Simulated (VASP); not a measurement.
A run of VASP 6.6.1 is set up as follows.

File INCAR:

```
  ALGO = Normal
  EDIFF = 1E-6
  ENCUT = 520
  GGA = PE
  ISIF = 2
  ISMEAR = 0
  LASPH = T
  LCHARG = T
  LELF = T
  LREAL = F
  LVHAR = T
  LWAVE = F
  NBANDS = 48
  NELM = 100
  PREC = Accurate
  SIGMA = 0.1
```

The input KPOINTS:

```
k-points
0
Gamma
  4 4 4
```

The input POSCAR:

```
Ge5F
1.0
    4.2087865650     -4.2527466201      0.0000000000
    4.2087865650      4.2527466201      0.0000000000
    0.0000000000      0.0000000000      4.1205484727
Ge F
5 1
Direct
    0.2912930074      0.0014228691      0.5000000000
    0.7087069926      0.9985771309      0.5000000000
    0.9985771309      0.7087069926      0.5000000000
    0.0014228691      0.2912930074      0.5000000000
    0.5000000000      0.5000000000      0.0000000000
    0.5000000000      0.5000000000      0.5000000000
```

Potentials or basis: VASP PAW PBE potentials, release 64 (Ge_d, F).

Launch:

```console
$ cat potpaw_PBE.64/Ge_d/POTCAR potpaw_PBE.64/F/POTCAR > POTCAR
$ mpirun -np 1 vasp_std > vasp.out
```

(1) What does it give for the pressure?

(2) What does it give for the band gap on the k mesh?

(3) Predict the largest force.

Answers

(1) 0.0 GPa.

(2) zero (an odd number of electrons rules out a gap without spin polarisation).

(3) 0.007 eV/Å.

Caveat: the k points lie up to 0.38 Å⁻¹ apart, too coarse for converged energies and pressures of a metal; an odd number of electrons without spin polarisation forces a metal; a magnetic or distorted state may lie lower.
